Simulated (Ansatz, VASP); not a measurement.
**One calculation of Mo, two programs**

The input INCAR:

```
SYSTEM = Mo
PREC = Accurate
ENCUT = 520
EDIFF = 1E-7
ISMEAR = -1
SIGMA = 0.05
LREAL = .FALSE.
LASPH = .TRUE.
NELM = 60
ALGO = Normal
ISIF = 2
LWAVE = .FALSE.
LCHARG = .TRUE.
GGA = CA
LELF = .TRUE.
LVHAR = .TRUE.
NBANDS = 13
```

KPOINTS

```
Automatic mesh
0
G
  12 12 12
  0 0 0
```

POSCAR

```
Mo
1.0
   -1.5624035240      1.5624035240      1.5624035240
    1.5624035240     -1.5624035240      1.5624035240
    1.5624035240      1.5624035240     -1.5624035240
Mo
1
Direct
    0.0000000000      0.0000000000      0.0000000000
```

Contents of input.yaml:

```yaml
crystal:
  lattice:
    - [-1.562403524, 1.562403524, 1.562403524]
    - [1.562403524, -1.562403524, 1.562403524]
    - [1.562403524, 1.562403524, -1.562403524]
  atoms:
    - { symbol: Mo, position: [0.0, 0.0, 0.0] }
kpoints:
  mp_grid: { grid: [12, 12, 12] }
scf:
  occupations: { method: fermi_dirac, width: 0.05 }
hamiltonian:
  xc: lda
  pseudopotentials: { kind: all_electron, lapw: { basis_error: 0.001 } }
output:
  forces: true
  stress: true
  eigenvalues: true
```

Change from the starting cell: volume scaled by 0.96.

Alike in both runs: task single point; functional LDA; k mesh 12 × 12 × 12; occupations fermi-dirac, width 0.05 eV; no spin polarisation.

|  | VASP | Ansatz |
| --- | --- | --- |
| version | VASP 6.6.1 | Ansatz 0.2.0 |
| potentials or method | VASP PAW LDA potentials, release 64 (Mo_sv), cutoff 520 eV | all-electron LAPW, scalar-relativistic |

VASP gave:

* gap on the k mesh at the Fermi level (eV): none
* pressure (GPa): -2.6

Task: What did Ansatz give for the same quantities?

Result: gap on the k mesh at the Fermi level (eV): none; pressure (GPa): -3.7.

LDA's correlation is that of Perdew and Zunger in VASP and of Perdew and Wang (1992) in Ansatz. A gap of «none» marks a metal or a gap that the smearing closes. Ansatz ran all-electron here, and VASP with PAW potentials.
